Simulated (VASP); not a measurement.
# ZnS (P3m1) in VASP: notebook

Runs on ZnS. Level: r2SCAN. Tasks: single point.

Program: VASP 6.6.1. These are calculated values, not measurements. Logs are shortened: lines on timing, memory, paths and dates and some standing lists are left out, and cuts for length are marked.

**1. The cell of the first run**

It takes space group P3m1 (No. 156, trigonal). The conventional cell has a = 3.809 Å, b = 3.809 Å, c = 12.316 Å, α = 90.00°, β = 90.00°, γ = 120.00°. Within 3.1 Å of Zn (site symmetry 3m) lie 4 S at 2.33 Å. Within 3.1 Å of Zn (site symmetry 3m) lie 4 S at 2.33 Å. Zn (site symmetry 3m) has 4 S at 2.19 to 2.33 Å within 2.9 Å. Within 3.1 Å of Zn (site symmetry 3m) lie 4 S at 2.33 to 2.34 Å. S (site symmetry 3m) has 4 Zn at 2.33 Å within 3.1 Å. S (site symmetry 3m) has 4 Zn at 2.33 Å within 3.1 Å. Within 2.9 Å of S (site symmetry 3m) lie 4 Zn at 2.19 to 2.33 Å. Within 3.1 Å of S (site symmetry 3m) lie 4 Zn at 2.33 to 2.34 Å.

**2. Single point, r2SCAN (the distance across one plane changed)**

Input file POSCAR:

```
ZnS
1.0
   -3.8087369231      0.0000000000      0.0000000000
   -1.9043684615     -3.2984629317      0.0000000000
    0.0000000000      0.0000000000     12.3164651483
Zn S
4 4
Direct
    1.0000000000      1.0000000000      0.6642569179
    0.0000000000      0.0000000000      0.1581675084
    0.3333333333      0.3333333333      0.9172573140
    0.6666666667      0.6666666667      0.4111679045
    0.0000000000      1.0000000000      0.8536575911
    0.0000000000      0.0000000000      0.3475681816
    0.3333333333      0.3333333333      0.0948703531
    0.6666666667      0.6666666667      0.6009597626
```

Input file INCAR.step1:

```
ALGO = Normal
EDIFF = 1E-4
ENCUT = 520
GGA = PE
ISMEAR = 0
LASPH = True
LCHARG = False
LREAL = False
LWAVE = True
NBANDS = 46
NELM = 100
PREC = Accurate
SIGMA = 0.05
```

Input file INCAR.step2:

```
ALGO = Normal
EDIFF = 1E-6
ENCUT = 520
ISIF = 2
ISMEAR = 0
ISTART = 1
LASPH = True
LCHARG = False
LMIXTAU = True
LREAL = False
LWAVE = False
METAGGA = R2SCAN
NBANDS = 46
NELM = 100
PREC = Accurate
SIGMA = 0.05
```

Input file KPOINTS:

```
k-points
0
Gamma
  7 7 2
```

Potentials or basis: VASP PAW PBE potentials, release 64 (Zn, S).

Run with:

```console
> cat potpaw_PBE.64/Zn/POTCAR potpaw_PBE.64/S/POTCAR > POTCAR
> cp INCAR.step1 INCAR
> mpirun -np 1 vasp_std > vasp.out
> cp INCAR.step2 INCAR
> mpirun -np 1 vasp_std > vasp.out
```

OUTCAR:

```text
EDIFF = 1E-6
   ENCUT = 520
   ISIF = 2
   ISMEAR = 0
   ISTART = 1
   LASPH = True
   LREAL = False
   METAGGA = R2SCAN
   NELM = 100
   PREC = Accurate

 ion  position               nearest neighbor table
   1  0.000  0.000  0.664-   5 2.33   8 2.33   8 2.33   8 2.33
   2  0.000  0.000  0.158-   6 2.33   7 2.33   7 2.33   7 2.33
   3  0.333  0.333  0.917-   7 2.19   5 2.33   5 2.33   5 2.33
   4  0.667  0.667  0.411-   6 2.33   6 2.33   6 2.33   8 2.34
   5  0.000  0.000  0.854-   1 2.33   3 2.33   3 2.33   3 2.33
   6  0.000  0.000  0.348-   2 2.33   4 2.33   4 2.33   4 2.33
   7  0.333  0.333  0.095-   3 2.19   2 2.33   2 2.33   2 2.33
   8  0.667  0.667  0.601-   1 2.33   1 2.33   1 2.33   4 2.34

  LATTYP: Found a hexagonal cell.
 ALAT       =     3.8087369230
 C/A-ratio  =     3.2337400553

  Lattice vectors:

 A1 = (   1.9043684615,   3.2984629317,   0.0000000000)
 A2 = (  -3.8087369231,   0.0000000000,   0.0000000000)
 A3 = (   0.0000000000,   0.0000000000,  12.3164651483)

Analysis of symmetry for initial positions (statically):
=====================================================================
 Subroutine PRICEL returns:
 Original cell was already a primitive cell.

 Routine SETGRP: Setting up the symmetry group for a
 hexagonal supercell.

 Subroutine GETGRP returns: Found  6 space group operations
 (whereof  6 operations were pure point group operations)
 out of a pool of 24 trial point group operations.

The static configuration has the point symmetry C_3v.

Analysis of symmetry for dynamics (positions and initial velocities):
=====================================================================
 Subroutine PRICEL returns:
 Original cell was already a primitive cell.

 Routine SETGRP: Setting up the symmetry group for a
 hexagonal supercell.

 Subroutine GETGRP returns: Found  6 space group operations
 (whereof  6 operations were pure point group operations)
 out of a pool of 24 trial point group operations.

The dynamic configuration has the point symmetry C_3v.

 Subroutine INISYM returns: Found  6 space group operations
 (whereof  6 operations are pure point group operations),
 and found     1 'primitive' translations

----------------------------------------------------------------------------------------

                                     Primitive cell

  volume of cell :     154.7315

  direct lattice vectors                    reciprocal lattice vectors
    -3.808736923  0.000000000  0.000000000    -0.262554233  0.151585757  0.000000000
    -1.904368462 -3.298462932  0.000000000     0.000000000 -0.303171514  0.000000000
     0.000000000  0.000000000 12.316465148     0.000000000  0.000000000  0.081192127

  length of vectors
     3.808736923  3.808736923 12.316465148     0.303171514  0.303171514  0.081192127

  position of ions in fractional coordinates (direct lattice)
     0.000000000  0.000000000  0.664256918
     0.000000000  0.000000000  0.158167508
     0.333333333  0.333333333  0.917257314
     0.666666667  0.666666667  0.411167904
     0.000000000  0.000000000  0.853657591
     0.000000000  0.000000000  0.347568182
     0.333333333  0.333333333  0.094870353
     0.666666667  0.666666667  0.600959763

  ion indices of the primitive-cell ions
   primitive index   ion index
                 1           1
                 2           2
                 3           3
                 4           4
                 5           5
                 6           6
                 7           7
                 8           8

----------------------------------------------------------------------------------------

 KPOINTS: k-points

Automatic generation of k-mesh.
 Grid dimensions read from file:
 generate k-points for:    7    7    2

 Generating k-lattice:

  Cartesian coordinates                     Fractional coordinates (reciprocal lattice)
    -0.037507748  0.021655108  0.000000000     0.142857143 -0.000000000  0.000000000
     0.000000000 -0.043310216  0.000000000     0.000000000  0.142857143  0.000000000
     0.000000000  0.000000000  0.040596063     0.000000000  0.000000000  0.500000000

  Length of vectors
     0.043310216  0.043310216  0.040596063

  Shift w.r.t. Gamma in fractional coordinates (k-lattice)
     0.000000000  0.000000000  0.000000000

 Subroutine IBZKPT returns following result:
 ===========================================

 Found     16 irreducible k-points:

 Following reciprocal coordinates:
            Coordinates               Weight
  0.000000  0.000000  0.000000      1.000000
  0.142857  0.000000  0.000000      6.000000
  0.285714  0.000000  0.000000      6.000000
  0.428571 -0.000000  0.000000      6.000000
  0.285714  0.142857  0.000000      6.000000
  0.428571  0.142857  0.000000     12.000000
[... 8 lines left out ...]
 -0.428571  0.142857  0.500000      6.000000
 -0.428571  0.285714  0.500000      6.000000
   k-points           NKPTS =     16   k-points in BZ     NKDIM =     16   number of bands    NBANDS=     46
   number of dos      NEDOS =    301   number of ions     NIONS =      8
   total plane-waves  NPLWV =  75264
   dimension x,y,z NGX =    28 NGY =   28 NGZ =   96
   dimension x,y,z NGXF=    56 NGYF=   56 NGZF=  192
   ions per type =               4   4
   NGX,Y,Z   is equivalent  to a cutoff of  12.22, 12.22, 12.96 a.u.
   NGXF,Y,Z  is equivalent  to a cutoff of  24.44, 24.44, 25.92 a.u.
 SYSTEM =  unknown system
   PREC   = accura    normal or accurate (medium, high low for compatibility)
   ISTART =      1    job   : 0-new  1-cont  2-samecut
   ICHARG =      0    charge: 1-file 2-atom 10-const
   ISPIN  =      1    spin polarized calculation?
   LNONCOLLINEAR =      F non collinear calculations
   LSORBIT =      F    spin-orbit coupling
   LASPH  =      T    aspherical Exc in radial PAW
   ENCUT  =  520.0 eV  38.22 Ry    6.18 a.u.   7.08  7.08 22.90*2*pi/ulx,y,z
   NELM   =    100;   NELMIN=  2; NELMDL=  0     # of ELM steps
   EDIFF  = 0.1E-05   stopping-criterion for ELM
   LREAL  =      F    real-space projection
   EDIFFG = 0.1E-04   stopping-criterion for IOM
   NSW    =      0    number of steps for IOM
   IBRION =     -1    ionic relax: 0-MD 1-quasi-New 2-CG
   NFREE  =      0    steps in history (QN), initial steepest desc. (CG)
   ISIF   =      2    stress and relaxation
   ISYM   =      2    0-nonsym 1-usesym 2-fastsym
   POTIM  = 0.5000    time-step for ionic-motion
   TEBEG  =    0.0;   TEEND  =   0.0 temperature during run
   PSTRESS=    0.0 pullay stress
   NELECT =      72.0000    total number of electrons
   NUPDOWN=      -1.0000    fix difference up-down
   EMIN   =  10.00;   EMAX   =-10.00  energy-range for DOS
   EFERMI =   0.00;   METHOD = LEGACY
   ISMEAR =     0;   SIGMA  =   0.05  broadening in eV -4-tet -1-fermi 0-gaus
   EFERMI_NEDOS =   21; number of points for ismear=-14 and -15
   IALGO  =     38    algorithm
   IMIX   =      4    mixing-type and parameters
     AMIX     =   0.40;   BMIX     =  1.00
     AMIX_MAG =   1.60;   BMIX_MAG =  1.00
  volume/ion in A,a.u.               =      19.34       130.52
  Fermi-wavevector in a.u.,A,eV,Ry     =   1.268604  2.397314 21.896622  1.609356
  Thomas-Fermi vector in A             =   2.401690
   LORBIT       =      0    0 simple, 1 ext, 2 COOP (PROOUT), +10 PAW based schemes
   METAGGA = R2SCAN    functional components
   LHFCALC =     F    Hartree Fock is set to
   AEXX    =    0.0000 exact exchange contribution
   IVDW    =     0    specifies the selected vdW correction
   LEPSILON=     F    determine dielectric tensor
   LRPA    =     F    only Hartree local field effects (RPA)
 non-spin polarized calculation
 Gauss-broadening in eV      SIGMA  =   0.05
  energy-cutoff  :      520.00
  volume of cell :      154.73
 maximum number of plane-waves:      4195
   NGX = 15   NGY = 15   NGZ = 45

 number of electron      72.0000020 magnetization

 Free energy of the ion-electron system (eV)
  ---------------------------------------------------
  ext. energy  EPLUGINS =         0.00000000
  ---------------------------------------------------
  free energy    TOTEN  =       -75.36291475 eV

  energy without entropy =      -75.36291475  energy(sigma->0) =      -75.36291475

 E-fermi :   2.3242     XC(G=0): -10.3789

 val. band max:        2.0399213501   @ k =   0.0000   0.0000   0.0000
 cond. band min:       4.8271927461   @ k =   0.0000   0.0000   0.0000
 fundamental gap:      2.7872713960
 Fermi energy:         2.3242445080

 k-point     1 :       0.0000    0.0000    0.0000
  band No.  band energies     occupation
      1     -11.8758      2.00000
      2     -11.4074      2.00000
      3     -11.2594      2.00000
      4     -10.7594      2.00000
      5      -4.7074      2.00000
      6      -4.6380      2.00000
[... 38 lines left out ...]
     45       9.0753      0.00000
     46       9.3357      0.00000

 k-point     2 :       0.1429    0.0000    0.0000
  band No.  band energies     occupation
      1     -11.7389      2.00000
      2     -11.2914      2.00000
      3     -11.1443      2.00000
      4     -10.6836      2.00000
      5      -4.6870      2.00000
      6      -4.6408      2.00000
[... 38 lines left out ...]
     45       9.2764      0.00000
     46       9.4398      0.00000

 k-point     3 :       0.2857    0.0000    0.0000
  band No.  band energies     occupation
      1     -11.3917      2.00000
      2     -11.0077      2.00000
      3     -10.8650      2.00000
      4     -10.5216      2.00000
      5      -4.6864      2.00000
      6      -4.5624      2.00000
[... 38 lines left out ...]
     45       9.4618      0.00000
     46      10.0796      0.00000

 k-point     4 :       0.4286   -0.0000    0.0000
  band No.  band energies     occupation
      1     -11.0501      2.00000
      2     -10.7457      2.00000
      3     -10.6136      2.00000
      4     -10.4262      2.00000
      5      -4.6750      2.00000
      6      -4.5412      2.00000
[... 528 lines left out ...]
     45       9.8672      0.00000
     46       9.9807      0.00000

 k-point    15 :      -0.4286    0.1429    0.5000
  band No.  band energies     occupation
      1     -10.9466      2.00000
      2     -10.6733      2.00000
      3     -10.5296      2.00000
      4     -10.4193      2.00000
      5      -4.6208      2.00000
      6      -4.5114      2.00000
[... 38 lines left out ...]
     45       9.6628      0.00000
     46       9.7984      0.00000

 k-point    16 :      -0.4286    0.2857    0.5000
  band No.  band energies     occupation
      1     -10.9064      2.00000
      2     -10.6313      2.00000
      3     -10.5069      2.00000
      4     -10.4125      2.00000
      5      -4.5725      2.00000
      6      -4.5258      2.00000
[... 38 lines left out ...]
     45      10.0396      0.00000
     46      10.1237      0.00000

------------------------ aborting loop because EDIFF is reached ----------------------------------------

  FORCE on cell =-STRESS in cart. coord.  units (eV):
  Direction    XX          YY          ZZ          XY          YZ          ZX
  --------------------------------------------------------------------------------------
  -------------------------------------------------------------------------------------
  Total        0.2079508      0.2079508      3.1090654     -0.0000000     -0.0000000      0.0000000
  in kB        2.1532406      2.1532406     32.1930242     -0.0000000     -0.0000000      0.0000000
  external PRESSURE =      12.1665018 kB  Pullay stress =       0.0000000 kB

 VOLUME and BASIS-vectors are now :
 -----------------------------------------------------------------------------
  energy-cutoff  :      520.00
  volume of cell :      154.73
      direct lattice vectors                 reciprocal lattice vectors
    -3.808736923  0.000000000  0.000000000    -0.262554233  0.151585757  0.000000000
    -1.904368462 -3.298462932  0.000000000     0.000000000 -0.303171514  0.000000000
     0.000000000  0.000000000 12.316465148     0.000000000  0.000000000  0.081192127

 POSITION                                       TOTAL-FORCE (eV/Angst)
 -----------------------------------------------------------------------------------
      0.00000      0.00000      8.18130         0.000000      0.000000      0.051099
      0.00000      0.00000      1.94806         0.000000     -0.000000      0.130101
     -1.90437     -1.09949     11.29737        -0.000000     -0.000000     -1.155617
     -3.80874     -2.19898      5.06414        -0.000000      0.000000      0.073150
      0.00000      0.00000     10.51404         0.000000      0.000000     -0.272510
      0.00000      0.00000      4.28081         0.000000      0.000000     -0.057818
     -1.90437     -1.09949      1.16847         0.000000      0.000000      1.291266
     -3.80874     -2.19898      7.40170         0.000000      0.000000     -0.059670
 -----------------------------------------------------------------------------------
    total drift:                               -0.000001     -0.000000     -0.040526

  FREE ENERGIE OF THE ION-ELECTRON SYSTEM (eV)
  ---------------------------------------------------
  free  energy   TOTEN  =       -75.3629147482 eV

  energy  without entropy=      -75.3629147482  energy(sigma->0) =      -75.36291475
```

Wall time 3.5 min (1 thread of Intel Xeon 6975P-C (Granite Rapids), shared host); peak memory 0.33 GiB.

What came out:

| Quantity | Value |
| --- | --- |
| Free energy | -75.3629 eV |
| Pressure | 1.2 GPa |
| Largest force | 1.291 eV/Å |
| Band gap on the k mesh | 2.79 eV |

Forces in eV/Å, atoms in the order of the input:
```
Zn   0.000  0.000  0.051
Zn   0.000  0.000  0.130
Zn   0.000  0.000 -1.156
Zn   0.000  0.000  0.073
S    0.000  0.000 -0.273
S    0.000  0.000 -0.058
S    0.000  0.000  1.291
S    0.000  0.000 -0.060
```

Caveat: the cell differs from its parent crystal (the distance across one plane changed); the PAW data sets were made with another functional, which shifts forces and pressure a little.

(Continued in part 2 of 2.)
